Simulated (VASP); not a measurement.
# Be (P4_2/mnm) in VASP: a series of runs

The runs below take Be through single point, relaxation of cell and atoms, with PBE.

Everything below comes from runs of VASP 6.6.1. Logs are shortened: lines on timing, memory, paths and dates and some standing lists are left out, and cuts for length are marked.

**1. The cell of the first run**

The structure is tetragonal, space group P4_2/mnm (No. 136). The conventional cell has a = 3.762 Å, b = 3.762 Å, c = 2.265 Å, α = 90.00°, β = 90.00°, γ = 90.00°. Be (site symmetry m2m) has 13 Be at 2.14 to 2.71 Å within 2.8 Å.

**2. Single point, PBE**

Input file INCAR:

```
SYSTEM = Be
PREC     = Accurate       ! precision mode
ENCUT    = 520            ! plane-wave cutoff, eV
EDIFF    = 1E-6           ! SCF threshold, eV
ISMEAR   = 0              ! smearing method
SIGMA    = 0.1            ! smearing width, eV
LREAL    = .FALSE.        ! projectors in reciprocal space
LASPH    = .TRUE.         ! aspherical terms in the spheres
NELM     = 100            ! most SCF steps
ALGO     = Normal         ! electronic algorithm
ISIF     = 2              ! what is computed and relaxed
LWAVE    = .FALSE.        ! write WAVECAR
LCHARG   = .FALSE.        ! write CHGCAR
GGA      = PE             ! functional
NBANDS   = 12             ! bands
```

Input file KPOINTS:

```
regular mesh
0
G
  12 12 18
  0 0 0
```

Input file POSCAR:

```
Be
1.0
    3.7623086407      0.0000000000      0.0000000000
    0.0000000000      3.7623086407      0.0000000000
    0.0000000000      0.0000000000      2.2650944497
Be
4
Direct
    0.2985680212      0.2985680212      0.0000000000
    0.7014319788      0.7014319788      0.0000000000
    0.2014319788      0.7985680212      0.5000000000
    0.7985680212      0.2014319788      0.5000000000
```

Potentials or basis: VASP PAW PBE potentials, release 64 (Be).

Started as:

```sh
$ cat potpaw_PBE.64/Be/POTCAR > POTCAR
$ mpirun -np 1 vasp_std > vasp.out
```

OUTCAR:

```text
SYSTEM = Be
   PREC = Accurate
   ENCUT = 520
   EDIFF = 1E-6
   ISMEAR = 0
   LREAL = .FALSE.
   LASPH = .TRUE.
   NELM = 100
   ISIF = 2
   GGA = PE

 ion  position               nearest neighbor table
   1  0.299  0.299  0.000-   2 2.14   3 2.23   4 2.23   3 2.23   4 2.23   3 2.23   3 2.23   4 2.23
                             4 2.23
   2  0.701  0.701  0.000-   1 2.14   3 2.23   4 2.23   3 2.23   4 2.23   4 2.23   4 2.23   3 2.23
                             3 2.23
   3  0.201  0.799  0.500-   4 2.14   2 2.23   1 2.23   1 2.23   2 2.23   1 2.23   1 2.23   2 2.23
                             2 2.23
   4  0.799  0.201  0.500-   3 2.14   2 2.23   1 2.23   1 2.23   2 2.23   2 2.23   2 2.23   1 2.23
                             1 2.23

  LATTYP: Found a simple tetragonal cell.
 ALAT       =     3.7623086407
 C/A-ratio  =     0.6020490784

  Lattice vectors:

 A1 = (   3.7623086407,   0.0000000000,   0.0000000000)
 A2 = (   0.0000000000,   3.7623086407,   0.0000000000)
 A3 = (   0.0000000000,   0.0000000000,   2.2650944497)

Analysis of symmetry for initial positions (statically):
=====================================================================
 Subroutine PRICEL returns:
 Original cell was already a primitive cell.

 Routine SETGRP: Setting up the symmetry group for a
 simple tetragonal supercell.

 Subroutine GETGRP returns: Found 16 space group operations
 (whereof  8 operations were pure point group operations)
 out of a pool of 16 trial point group operations.

The static configuration has the point symmetry D_2h.
 The point group associated with its full space group is D_4h.

Analysis of symmetry for dynamics (positions and initial velocities):
=====================================================================
 Subroutine PRICEL returns:
 Original cell was already a primitive cell.

 Routine SETGRP: Setting up the symmetry group for a
 simple tetragonal supercell.

 Subroutine GETGRP returns: Found 16 space group operations
 (whereof  8 operations were pure point group operations)
 out of a pool of 16 trial point group operations.

The dynamic configuration has the point symmetry D_2h.
 The point group associated with its full space group is D_4h.

 Subroutine INISYM returns: Found 16 space group operations
 (whereof  8 operations are pure point group operations),
 and found     1 'primitive' translations

----------------------------------------------------------------------------------------

                                     Primitive cell

  volume of cell :      32.0623

  direct lattice vectors                    reciprocal lattice vectors
     3.762308641  0.000000000  0.000000000     0.265794249  0.000000000  0.000000000
     0.000000000  3.762308641  0.000000000     0.000000000  0.265794249  0.000000000
     0.000000000  0.000000000  2.265094450     0.000000000  0.000000000  0.441482694

  length of vectors
     3.762308641  3.762308641  2.265094450     0.265794249  0.265794249  0.441482694

  position of ions in fractional coordinates (direct lattice)
     0.298568021  0.298568021  0.000000000
     0.701431979  0.701431979  0.000000000
     0.201431979  0.798568021  0.500000000
     0.798568021  0.201431979  0.500000000

  ion indices of the primitive-cell ions
   primitive index   ion index
                 1           1
                 2           2
                 3           3
                 4           4

----------------------------------------------------------------------------------------

 KPOINTS: regular mesh

Automatic generation of k-mesh.
 Grid dimensions read from file:
 generate k-points for:   12   12   18

 Generating k-lattice:

  Cartesian coordinates                     Fractional coordinates (reciprocal lattice)
     0.022149521  0.000000000  0.000000000     0.083333333  0.000000000  0.000000000
     0.000000000  0.022149521  0.000000000     0.000000000  0.083333333  0.000000000
     0.000000000  0.000000000  0.024526816     0.000000000  0.000000000  0.055555556

  Length of vectors
     0.022149521  0.022149521  0.024526816

  Shift w.r.t. Gamma in fractional coordinates (k-lattice)
     0.000000000  0.000000000  0.000000000

 Subroutine IBZKPT returns following result:
 ===========================================

 Found    280 irreducible k-points:

 Following reciprocal coordinates:
            Coordinates               Weight
  0.000000  0.000000  0.000000      1.000000
  0.083333  0.000000  0.000000      4.000000
  0.166667  0.000000  0.000000      4.000000
  0.250000  0.000000  0.000000      4.000000
  0.333333  0.000000  0.000000      4.000000
  0.416667  0.000000  0.000000      4.000000
[... 16 lines left out ...]
  0.333333  0.333333  0.000000      4.000000
  0.416667  0.333333  0.000000      8.000000
 [... further k-points ...]
   k-points           NKPTS =    280   k-points in BZ     NKDIM =    280   number of bands    NBANDS=     12
   number of dos      NEDOS =    301   number of ions     NIONS =      4
   total plane-waves  NPLWV =  14112
   dimension x,y,z NGX =    28 NGY =   28 NGZ =   18
   dimension x,y,z NGXF=    56 NGYF=   56 NGZF=   36
   ions per type =               4
   NGX,Y,Z   is equivalent  to a cutoff of  12.37, 12.37, 13.21 a.u.
   NGXF,Y,Z  is equivalent  to a cutoff of  24.74, 24.74, 26.42 a.u.
 SYSTEM =  Be
   PREC   = accura    normal or accurate (medium, high low for compatibility)
   ISTART =      0    job   : 0-new  1-cont  2-samecut
   ICHARG =      2    charge: 1-file 2-atom 10-const
   ISPIN  =      1    spin polarized calculation?
   LNONCOLLINEAR =      F non collinear calculations
   LSORBIT =      F    spin-orbit coupling
   LASPH  =      T    aspherical Exc in radial PAW
   ENCUT  =  520.0 eV  38.22 Ry    6.18 a.u.   7.00  7.00  4.21*2*pi/ulx,y,z
   NELM   =    100;   NELMIN=  2; NELMDL= -5     # of ELM steps
   EDIFF  = 0.1E-05   stopping-criterion for ELM
   LREAL  =      F    real-space projection
   EDIFFG = 0.1E-04   stopping-criterion for IOM
   NSW    =      0    number of steps for IOM
   IBRION =     -1    ionic relax: 0-MD 1-quasi-New 2-CG
   NFREE  =      0    steps in history (QN), initial steepest desc. (CG)
   ISIF   =      2    stress and relaxation
   ISYM   =      2    0-nonsym 1-usesym 2-fastsym
   POTIM  = 0.5000    time-step for ionic-motion
   TEBEG  =    0.0;   TEEND  =   0.0 temperature during run
   PSTRESS=    0.0 pullay stress
   NELECT =       8.0000    total number of electrons
   NUPDOWN=      -1.0000    fix difference up-down
   EMIN   =  10.00;   EMAX   =-10.00  energy-range for DOS
   EFERMI =   0.00;   METHOD = LEGACY
   ISMEAR =     0;   SIGMA  =   0.10  broadening in eV -4-tet -1-fermi 0-gaus
   EFERMI_NEDOS =   21; number of points for ismear=-14 and -15
   IALGO  =     38    algorithm
   IMIX   =      4    mixing-type and parameters
     AMIX     =   0.40;   BMIX     =  1.00
     AMIX_MAG =   1.60;   BMIX_MAG =  1.00
  volume/ion in A,a.u.               =       8.02        54.09
  Fermi-wavevector in a.u.,A,eV,Ry     =   1.030639  1.947625 14.452328  1.062216
  Thomas-Fermi vector in A             =   2.164747
   LORBIT       =      0    0 simple, 1 ext, 2 COOP (PROOUT), +10 PAW based schemes
   GGA     = PE    functional components
   LHFCALC =     F    Hartree Fock is set to
   AEXX    =    0.0000 exact exchange contribution
   IVDW    =     0    specifies the selected vdW correction
   LEPSILON=     F    determine dielectric tensor
   LRPA    =     F    only Hartree local field effects (RPA)
 non-spin polarized calculation
 Gauss-broadening in eV      SIGMA  =   0.10
  energy-cutoff  :      520.00
  volume of cell :       32.06
 maximum number of plane-waves:       878
 NGX is ok and might be reduce to    28
   NGX = 13   NGY = 13   NGZ =  9

 number of electron       8.0000000 magnetization

 Free energy of the ion-electron system (eV)
  ---------------------------------------------------
  ext. energy  EPLUGINS =         0.00000000
  ---------------------------------------------------
  free energy    TOTEN  =       -14.86446217 eV

  energy without entropy =      -14.86233682  energy(sigma->0) =      -14.86339950

 E-fermi :   6.7496     XC(G=0): -10.5582

 val. band max:        6.7384060946   @ k =   0.4167   0.0000   0.3333
 cond. band min:       6.7520740317   @ k =   0.0833   0.0000   0.2778
 fundamental gap:      0.0136679370
 Fermi energy:         6.7496351323

 k-point     1 :       0.0000    0.0000    0.0000
  band No.  band energies     occupation
      1      -4.3621      2.00000
      2       1.7767      2.00000
      3       2.3830      2.00000
      4       5.6495      2.00000
      5       5.6495      2.00000
      6      11.5553      0.00000
      7      11.5553      0.00000
      8      14.0129      0.00000
      9      16.3610      0.00000
     10      17.1850      0.00000
     11      23.1262      0.00000
     12      23.1262      0.00000

 k-point     2 :       0.0833    0.0000    0.0000
  band No.  band energies     occupation
      1      -4.3077      2.00000
      2       1.5675      2.00000
      3       2.2589      2.00000
      4       5.6337      2.00000
      5       6.0952      2.00000
      6      10.9448      0.00000
      7      11.4802      0.00000
      8      14.7671      0.00000
      9      16.4270      0.00000
     10      17.4637      0.00000
     11      22.8397      0.00000
     12      23.1814      0.00000

 k-point     3 :       0.1667    0.0000    0.0000
  band No.  band energies     occupation
      1      -4.1445      2.00000
      2       0.8405      2.00000
      3       2.3365      2.00000
      4       5.5710      2.00000
      5       7.0232      0.00011
      6       9.9407      0.00000
      7      11.3818      0.00000
      8      16.1994      0.00000
      9      16.6246      0.00000
     10      18.2270      0.00000
     11      22.1364      0.00000
     12      23.3459      0.00000

 k-point     4 :       0.2500    0.0000    0.0000
  band No.  band energies     occupation
      1      -3.8725      2.00000
      2      -0.0497      2.00000
      3       2.6107      2.00000
      4       5.4150      2.00000
      5       7.8675      0.00000
      6       9.0710      0.00000
      7      11.5977      0.00000
      8      16.9521      0.00000
      9      17.7343      0.00000
     10      19.3378      0.00000
     11      21.2551      0.00000
     12      22.2537      0.00000

 k-point     5 :       0.3333    0.0000    0.0000
  band No.  band energies     occupation
      1      -3.4919      2.00000
      2      -0.9176      2.00000
      3       3.0098      2.00000
      4       5.1039      2.00000
      5       8.2523      0.00000
      6       8.4892      0.00000
      7      12.4729      0.00000
      8      17.4067      0.00000
      9      18.6443      0.00000
     10      20.3408      0.00000
     11      20.6762      0.00000
     12      21.0966      0.00000
[... 228 lines left out ...]
      1      -2.5067      2.00000
      2      -1.2074      2.00000
      3       1.3675      2.00000
      4       2.6764      2.00000
      5      10.7717      0.00000
      6      11.5455      0.00000
      7      14.2510      0.00000
      8      17.5241      0.00000
      9      18.5600      0.00000
     10      19.4309      0.00000
     11      20.0181      0.00000
     12      22.1612      0.00000

 k-point    22 :       0.5000    0.2500    0.0000
  band No.  band energies     occupation
      1      -1.9086      2.00000
      2      -1.9086      2.00000
      3       1.9742      2.00000
      4       1.9742      2.00000
      5      11.2179      0.00000
      6      11.2179      0.00000
      7      15.9102      0.00000
      8      15.9102      0.00000
      9      19.2416      0.00000
     10      19.2416      0.00000
     11      20.7515      0.00000
     12      20.7515      0.00000

 k-point    23 :       0.3333    0.3333    0.0000
  band No.  band energies     occupation
      1      -2.6137      2.00000
      2      -0.0647      2.00000
      3       0.0322      2.00000
      4       2.5992      2.00000
      5      11.4401      0.00000
      6      12.4353      0.00000
      7      13.5139      0.00000
      8      17.5628      0.00000
      9      18.4360      0.00000
     10      19.2954      0.00000
     11      21.0295      0.00000
     12      21.6578      0.00000

 k-point    24 :       0.4167    0.3333    0.0000
  band No.  band energies     occupation
      1      -2.1209      2.00000
      2      -0.8176      2.00000
      3       0.4867      2.00000
      4       1.8024      2.00000
      5      12.2344      0.00000
      6      12.9770      0.00000
      7      14.4315      0.00000
      8      17.5806      0.00000
      9      18.7253      0.00000
     10      19.0004      0.00000
     11      20.4161      0.00000
     12      21.2467      0.00000

 [... further k-points ...]

------------------------ aborting loop because EDIFF is reached ----------------------------------------

  FORCE on cell =-STRESS in cart. coord.  units (eV):
  Direction    XX          YY          ZZ          XY          YZ          ZX
  --------------------------------------------------------------------------------------
  -------------------------------------------------------------------------------------
  Total        0.0299709      0.0299709      0.0292631      0.0000000      0.0000000      0.0000000
  in kB        1.4976652      1.4976652      1.4622976      0.0000000      0.0000000      0.0000000
  external PRESSURE =       1.4858760 kB  Pullay stress =       0.0000000 kB

 VOLUME and BASIS-vectors are now :
 -----------------------------------------------------------------------------
  energy-cutoff  :      520.00
  volume of cell :       32.06
      direct lattice vectors                 reciprocal lattice vectors
     3.762308641  0.000000000  0.000000000     0.265794249  0.000000000  0.000000000
     0.000000000  3.762308641  0.000000000     0.000000000  0.265794249  0.000000000
     0.000000000  0.000000000  2.265094450     0.000000000  0.000000000  0.441482694

 POSITION                                       TOTAL-FORCE (eV/Angst)
 -----------------------------------------------------------------------------------
      1.12331      1.12331      0.00000        -0.001713     -0.001713      0.000000
      2.63900      2.63900      0.00000         0.001713      0.001713     -0.000000
      0.75785      3.00446      1.13255         0.001713     -0.001713      0.000000
      3.00446      0.75785      1.13255        -0.001713      0.001713      0.000000
 -----------------------------------------------------------------------------------
    total drift:                               -0.000000     -0.000000      0.000000

  FREE ENERGIE OF THE ION-ELECTRON SYSTEM (eV)
  ---------------------------------------------------
  free  energy   TOTEN  =       -14.8644621706 eV

  energy  without entropy=      -14.8623368213  energy(sigma->0) =      -14.86339950
```

It took 31 s on 1 thread of Intel Xeon 6975P-C (Granite Rapids), shared host; peak memory 0.19 GiB.

What came out:

* Free energy: -14.8645 eV
* Pressure: 0.1 GPa
* Band gap on the k mesh: zero (band 4 reaches 7.77 eV, above the bottom of band 5 at 5.65 eV)

Forces on the atoms (eV/Å):
```
Be  -0.002 -0.002  0.000
Be   0.002  0.002  0.000
Be   0.002 -0.002  0.000
Be  -0.002  0.002  0.000
```

(Part 1 of 2 ends here.)
